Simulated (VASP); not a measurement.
# Au (Pm-3m) in VASP: a series of runs

Aim: see how the results for Au move with the level of theory and the settings. Levels: revPBE+D3(BJ), revPBE+D4. Tasks: single point.

All numbers are computed with VASP 6.6.1; they aren't measurements. Logs are shortened: lines on timing, memory, paths and dates and some standing lists are left out, and cuts for length are marked.

### Step 1. The cell of the first run

It takes space group Pm-3m (No. 221, cubic). The conventional cell has a = 2.702 Å, b = 2.702 Å, c = 2.702 Å, α = 90.00°, β = 90.00°, γ = 90.00°. Au (site symmetry m-3m) has 6 Au at 2.70 Å within 3.6 Å.

### Step 2. Single point, revPBE+D3(BJ)

INCAR reads:

```
  PREC = Accurate
  ENCUT = 520
  EDIFF = 1E-6
  ISMEAR = -1
  SIGMA = 0.05
  LREAL = False
  LASPH = True
  NELM = 60
  ALGO = Normal
  ISIF = 2
  LWAVE = False
  LCHARG = False
  GGA = RE
  IVDW = 12
  NBANDS = 12
```

KPOINTS reads:

```
Automatic mesh
0
Gamma
  10 10 10
```

POSCAR reads:

```
Au
1.0
    2.7020784823      0.0000000000      0.0000000000
    0.0000000000      2.7020784823      0.0000000000
    0.0000000000      0.0000000000      2.7020784823
Au
1
Direct
    0.5000000000      0.5000000000      0.5000000000
```

Potentials or basis: VASP PAW PBE potentials, release 64 (Au).

Command:

```
cat potpaw_PBE.64/Au/POTCAR > POTCAR
mpirun -np 1 vasp_std > vasp.out
```

OUTCAR:

```text
PREC = Accurate
   ENCUT = 520
   EDIFF = 1E-6
   ISMEAR = -1
   LREAL = False
   LASPH = True
   NELM = 60
   ISIF = 2
   GGA = RE
   IVDW = 12
 IVDW          = 12

 ion  position               nearest neighbor table
   1  0.500  0.500  0.500-

  LATTYP: Found a simple cubic cell.
 ALAT       =     2.7020784823

  Lattice vectors:

 A1 = (   2.7020784823,   0.0000000000,   0.0000000000)
 A2 = (   0.0000000000,   2.7020784823,   0.0000000000)
 A3 = (   0.0000000000,   0.0000000000,   2.7020784823)

Analysis of symmetry for initial positions (statically):
=====================================================================
 Subroutine PRICEL returns:
 Original cell was already a primitive cell.

 Routine SETGRP: Setting up the symmetry group for a
 simple cubic supercell.

 Subroutine GETGRP returns: Found 48 space group operations
[... 9 lines left out ...]

 Routine SETGRP: Setting up the symmetry group for a
 simple cubic supercell.

 Subroutine GETGRP returns: Found 48 space group operations
[... 11 lines left out ...]
                                     Primitive cell

  volume of cell :      19.7285

  direct lattice vectors                    reciprocal lattice vectors
     2.702078482  0.000000000  0.000000000     0.370085476  0.000000000  0.000000000
     0.000000000  2.702078482  0.000000000     0.000000000  0.370085476  0.000000000
     0.000000000  0.000000000  2.702078482     0.000000000  0.000000000  0.370085476

  length of vectors
     2.702078482  2.702078482  2.702078482     0.370085476  0.370085476  0.370085476

  position of ions in fractional coordinates (direct lattice)
     0.500000000  0.500000000  0.500000000

  ion indices of the primitive-cell ions
   primitive index   ion index
                 1           1

----------------------------------------------------------------------------------------

 KPOINTS: Automatic mesh

Automatic generation of k-mesh.
 Grid dimensions read from file:
 generate k-points for:   10   10   10

 Generating k-lattice:

  Cartesian coordinates                     Fractional coordinates (reciprocal lattice)
     0.037008548  0.000000000  0.000000000     0.100000000  0.000000000  0.000000000
     0.000000000  0.037008548  0.000000000     0.000000000  0.100000000  0.000000000
     0.000000000  0.000000000  0.037008548     0.000000000  0.000000000  0.100000000

  Length of vectors
     0.037008548  0.037008548  0.037008548

  Shift w.r.t. Gamma in fractional coordinates (k-lattice)
     0.000000000  0.000000000  0.000000000

 Subroutine IBZKPT returns following result:
 ===========================================

 Found     56 irreducible k-points:

 Following reciprocal coordinates:
            Coordinates               Weight
  0.000000  0.000000  0.000000      1.000000
  0.100000  0.000000  0.000000      6.000000
  0.200000  0.000000  0.000000      6.000000
  0.300000  0.000000  0.000000      6.000000
  0.400000  0.000000  0.000000      6.000000
  0.500000  0.000000  0.000000      3.000000
[... 16 lines left out ...]
  0.200000  0.100000  0.100000     24.000000
  0.300000  0.100000  0.100000     24.000000
 [... further k-points ...]
   k-points           NKPTS =     56   k-points in BZ     NKDIM =     56   number of bands    NBANDS=     12
   number of dos      NEDOS =    301   number of ions     NIONS =      1
   total plane-waves  NPLWV =   8000
   dimension x,y,z NGX =    20 NGY =   20 NGZ =   20
   dimension x,y,z NGXF=    40 NGYF=   40 NGZF=   40
   ions per type =               1
   NGX,Y,Z   is equivalent  to a cutoff of  12.31, 12.31, 12.31 a.u.
   NGXF,Y,Z  is equivalent  to a cutoff of  24.61, 24.61, 24.61 a.u.
 SYSTEM =  unknown system
   PREC   = accura    normal or accurate (medium, high low for compatibility)
   ISTART =      0    job   : 0-new  1-cont  2-samecut
   ICHARG =      2    charge: 1-file 2-atom 10-const
   ISPIN  =      1    spin polarized calculation?
   LNONCOLLINEAR =      F non collinear calculations
   LSORBIT =      F    spin-orbit coupling
   LASPH  =      T    aspherical Exc in radial PAW
   ENCUT  =  520.0 eV  38.22 Ry    6.18 a.u.   5.02  5.02  5.02*2*pi/ulx,y,z
   NELM   =     60;   NELMIN=  2; NELMDL= -5     # of ELM steps
   EDIFF  = 0.1E-05   stopping-criterion for ELM
   LREAL  =      F    real-space projection
   EDIFFG = 0.1E-04   stopping-criterion for IOM
   NSW    =      0    number of steps for IOM
   IBRION =     -1    ionic relax: 0-MD 1-quasi-New 2-CG
   NFREE  =      0    steps in history (QN), initial steepest desc. (CG)
   ISIF   =      2    stress and relaxation
   ISYM   =      2    0-nonsym 1-usesym 2-fastsym
   POTIM  = 0.5000    time-step for ionic-motion
   TEBEG  =    0.0;   TEEND  =   0.0 temperature during run
   PSTRESS=    0.0 pullay stress
   NELECT =      11.0000    total number of electrons
   NUPDOWN=      -1.0000    fix difference up-down
   EMIN   =  10.00;   EMAX   =-10.00  energy-range for DOS
   EFERMI =   0.00;   METHOD = LEGACY
   ISMEAR =    -1;   SIGMA  =   0.05  broadening in eV -4-tet -1-fermi 0-gaus
   EFERMI_NEDOS =   21; number of points for ismear=-14 and -15
   IALGO  =     38    algorithm
   IMIX   =      4    mixing-type and parameters
     AMIX     =   0.40;   BMIX     =  1.00
     AMIX_MAG =   1.60;   BMIX_MAG =  1.00
  volume/ion in A,a.u.               =      19.73       133.13
  Fermi-wavevector in a.u.,A,eV,Ry     =   1.347435  2.546283 24.702474  1.815581
  Thomas-Fermi vector in A             =   2.475186
   LORBIT       =      0    0 simple, 1 ext, 2 COOP (PROOUT), +10 PAW based schemes
   GGA     = RE    functional components
   LHFCALC =     F    Hartree Fock is set to
   AEXX    =    0.0000 exact exchange contribution
   IVDW    =    12    specifies the selected vdW correction
   LEPSILON=     F    determine dielectric tensor
   LRPA    =     F    only Hartree local field effects (RPA)
 non-spin polarized calculation
  energy-cutoff  :      520.00
  volume of cell :       19.73
 maximum number of plane-waves:       552
   NGX = 11   NGY = 11   NGZ = 11

 number of electron      10.9999999 magnetization

 Free energy of the ion-electron system (eV)
  ---------------------------------------------------
  ext. energy  EPLUGINS =         0.00000000
  ---------------------------------------------------
  free energy    TOTEN  =        -2.51252665 eV

  energy without entropy =       -2.50870747  energy(sigma->0) =       -2.51061706

 E-fermi :   7.0393     XC(G=0): -11.6376

 val. band max:        6.9417597539   @ k =   0.5000   0.5000   0.5000
 cond. band min:       7.0602585329   @ k =   0.5000   0.1000   0.0000
 fundamental gap:      0.1184987789
 Fermi energy:         7.0393247105

 k-point     1 :       0.0000    0.0000    0.0000
  band No.  band energies     occupation
      1      -1.1053      2.00000
      2       1.0855      2.00000
      3       1.0855      2.00000
      4       5.5956      2.00000
      5       5.5956      2.00000
      6       5.5956      2.00000
      7      21.1957      0.00000
      8      21.1957      0.00000
      9      21.1957      0.00000
     10      26.2550      0.00000
     11      28.7293      0.00000
     12      28.7293      0.00000

 k-point     2 :       0.1000    0.0000    0.0000
  band No.  band energies     occupation
      1      -0.8572      2.00000
      2       1.1245      2.00000
      3       1.2919      2.00000
      4       5.4238      2.00000
      5       5.4238      2.00000
      6       5.6095      2.00000
      7      19.4087      0.00000
      8      21.6110      0.00000
      9      21.6110      0.00000
     10      27.0701      0.00000
     11      27.8437      0.00000
     12      30.0241      0.00000

 k-point     3 :       0.2000    0.0000    0.0000
  band No.  band energies     occupation
      1      -0.2432      2.00000
      2       1.2285      2.00000
      3       1.9821      2.00000
      4       5.0017      2.00000
      5       5.0017      2.00000
      6       5.6460      2.00000
      7      16.4460      0.00000
      8      22.7324      0.00000
      9      22.7324      0.00000
     10      26.2143      0.00000
     11      27.3041      0.00000
     12      33.5561      0.00000

 k-point     4 :       0.3000    0.0000    0.0000
  band No.  band energies     occupation
      1       0.4153      2.00000
      2       1.3609      2.00000
      3       3.2902      2.00000
      4       4.5256      2.00000
      5       4.5256      2.00000
      6       5.6916      2.00000
      7      13.5328      0.00000
      8      24.2619      0.00000
      9      24.2619      0.00000
     10      24.7515      0.00000
     11      26.9378      0.00000
     12      34.1158      0.00000

 k-point     5 :       0.4000    0.0000    0.0000
  band No.  band energies     occupation
      1       0.8797      2.00000
      2       1.4712      2.00000
      3       4.1702      2.00000
      4       4.1702      2.00000
      5       5.0996      2.00000
      6       5.7288      2.00000
      7      10.8998      0.00000
      8      23.7811      0.00000
      9      25.7807      0.00000
     10      25.7807      0.00000
     11      26.1789      0.00000
     12      33.0316      0.00000
[... 228 lines left out ...]
      1       1.1214      2.00000
      2       1.8974      2.00000
      3       4.3166      2.00000
      4       4.3166      2.00000
      5       6.8411      1.96278
      6      10.9046      0.00000
      7      10.9046      0.00000
      8      13.9359      0.00000
      9      18.7987      0.00000
     10      27.8033      0.00000
     11      27.8033      0.00000
     12      29.6173      0.00000

 k-point    22 :       0.1000    0.1000    0.1000
  band No.  band energies     occupation
      1      -0.3446      2.00000
      2       1.4436      2.00000
      3       1.4436      2.00000
      4       5.2262      2.00000
      5       5.2802      2.00000
      6       5.2802      2.00000
      7      19.6215      0.00000
      8      20.4353      0.00000
      9      20.4353      0.00000
     10      28.9401      0.00000
     11      28.9401      0.00000
     12      29.8481      0.00000

 k-point    23 :       0.2000    0.1000    0.1000
  band No.  band energies     occupation
      1       0.2839      2.00000
      2       1.5479      2.00000
      3       2.0968      2.00000
      4       4.8306      2.00000
      5       4.8435      2.00000
      6       5.3109      2.00000
      7      17.1101      0.00000
      8      20.8042      0.00000
      9      21.4305      0.00000
     10      27.4969      0.00000
     11      29.9413      0.00000
     12      31.8047      0.00000

 k-point    24 :       0.3000    0.1000    0.1000
  band No.  band energies     occupation
      1       0.9276      2.00000
      2       1.6835      2.00000
      3       3.1666      2.00000
      4       4.3221      2.00000
      5       4.6497      2.00000
      6       5.3670      2.00000
      7      14.1509      0.00000
      8      21.9403      0.00000
      9      22.6237      0.00000
     10      26.2804      0.00000
     11      29.1343      0.00000
     12      31.7082      0.00000

 [... further k-points ...]

------------------------ aborting loop because EDIFF is reached ----------------------------------------

 Edisp (eV)   -1.10172

 E8    (eV) :    -0.7846

  FORCE on cell =-STRESS in cart. coord.  units (eV):
  Direction    XX          YY          ZZ          XY          YZ          ZX
  --------------------------------------------------------------------------------------
  -------------------------------------------------------------------------------------
  Total      -0.02662    -0.02662    -0.02662     0.00000     0.00000    -0.00000
  in kB      -2.16221    -2.16221    -2.16221     0.00000     0.00000    -0.00000
  external pressure =       -2.16 kB  Pullay stress =        0.00 kB

 VOLUME and BASIS-vectors are now :
 -----------------------------------------------------------------------------
  energy-cutoff  :      520.00
  volume of cell :       19.73
      direct lattice vectors                 reciprocal lattice vectors
     2.702078482  0.000000000  0.000000000     0.370085476  0.000000000  0.000000000
     0.000000000  2.702078482  0.000000000     0.000000000  0.370085476  0.000000000
     0.000000000  0.000000000  2.702078482     0.000000000  0.000000000  0.370085476

 POSITION                                       TOTAL-FORCE (eV/Angst)
 -----------------------------------------------------------------------------------
      1.35104      1.35104      1.35104         0.000000      0.000000      0.000000
 -----------------------------------------------------------------------------------
    total drift:                               -0.000000      0.000000     -0.000000

  FREE ENERGIE OF THE ION-ELECTRON SYSTEM (eV)
  ---------------------------------------------------
  free  energy   TOTEN  =        -3.6142463743 eV

  energy  without entropy=       -3.6104271944  energy(sigma->0) =       -3.61233678
```

Run time: 6.9 s. Hardware: 1 thread of Intel Xeon 6975P-C, shared host; peak memory 0.14 GiB.

What came out:

```yaml
Free_energy: -3.6142 eV
Pressure: -0.2 GPa
Dispersion_energy_per_atom: -1.102 eV
```

Caveat: the PAW data sets were made with another functional, which shifts forces and pressure a little; spin-orbit coupling is left out, which moves the levels of the heavy elements; pairwise dispersion overbinds metals, which lowers pressure and volume.

### Step 3. Single point, revPBE+D4

This run uses another cell than the first one, of 19.94 Å³/atom, 1.011 times its volume.

INCAR reads:

```
ALGO = Normal ; EDIFF = 1E-6
ENCUT = 520 ; GGA = RE
ISIF = 2 ; ISMEAR = -1
IVDW = 13 ; LASPH = T
LCHARG = F ; LREAL = F
LWAVE = F ; NBANDS = 12
NELM = 80 ; PREC = Accurate
SIGMA = 0.05
```

KPOINTS reads:

```
k-points
0
Gamma
  10 10 10
```

POSCAR reads:

```
Au
1.0
    2.7115403825      0.0000000000      0.0000000000
    0.0000000000      2.7115403825      0.0000000000
    0.0000000000      0.0000000000      2.7115403825
Au
1
Direct
    0.5000000000      0.5000000000      0.5000000000
```

Potentials or basis: VASP PAW PBE potentials, release 64 (Au).

Command:

```
cat potpaw_PBE.64/Au/POTCAR > POTCAR
mpirun -np 1 vasp_std > vasp.out
```

Wall time 7.5 s (1 thread of Intel Xeon 6975P-C, shared host); peak memory 0.13 GiB.

It converged, with:

```
Free energy                : -3.5037 eV
Pressure                   : -0.2 GPa
Dispersion energy per atom : -0.981 eV
```

Levels at points of the mesh, in eV from the Fermi level:
| k point | band 2 | band 3 | band 4 | band 5 | band 6 | band 7 | band 8 | band 9 |
| --- | --- | --- | --- | --- | --- | --- | --- | --- |
| (0.00, 0.00, 0.00) | -5.88 | -5.88 | -1.45 | -1.45 | -1.45 | 14.09 | 14.09 | 14.09 |
| (0.50, 0.00, 0.00) | -5.46 | -2.98 | -2.98 | -1.31 | -0.57 | 2.23 | 16.38 | 18.66 |
| (0.50, 0.50, 0.00) | -5.09 | -2.71 | -2.71 | -0.23 | 3.86 | 3.86 | 6.79 | 11.69 |
| (0.50, 0.50, 0.50) | -5.13 | -5.13 | -0.13 | -0.13 | 8.63 | 8.63 | 8.63 | 10.12 |

Caveat: the PAW data sets were made with another functional, which shifts forces and pressure a little; spin-orbit coupling is left out, which moves the levels of the heavy elements; pairwise dispersion overbinds metals, which lowers pressure and volume.
